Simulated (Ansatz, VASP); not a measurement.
TiAl5 in VASP and in Ansatz

```
CELL_PARAMETERS angstrom
2.87129 0.00000 0.00000
-1.43564 2.48661 0.00000
0.00000 0.00000 14.02731
ATOMIC_POSITIONS crystal
Ti 0.00000 0.00000 0.00000
Al 0.66667 0.33333 0.16302
Al 0.00000 0.00000 0.32815
Al 0.66667 0.33333 0.50000
Al 0.00000 0.00000 0.67185
Al 0.66667 0.33333 0.83698
```

Change from the starting cell: species swapped into the Li5Mg type (P-6m2, No. 187).

Alike in both runs: task single point; functional PBE; k mesh 6 × 6 × 2; occupations gaussian, width 0.1 eV; collinear spin.

|  | VASP | Ansatz |
| --- | --- | --- |
| version | VASP 6.6.1 | Ansatz 0.2.0 |
| potentials or method | VASP PAW PBE potentials, release 64 (Ti_sv, Al), cutoff 520 eV | scalar-relativistic, plane waves, PAW |
| valence electrons in the cell | 27 | 27 |

VASP gave:

- gap on the k mesh at the Fermi level (eV): none
- pressure (GPa): -0.1
- net moment per atom (μB): 0.00

Task: What did Ansatz give for the same quantities?

Result: gap on the k mesh at the Fermi level (eV): none; pressure (GPa): 0.0; net moment per atom (μB): 0.00.

A gap of «none» marks a metal or a gap that the smearing closes. Ansatz's warnings: seeded moment not kept.

The k mesh is coarse, so the values compare programs but aren't converged.
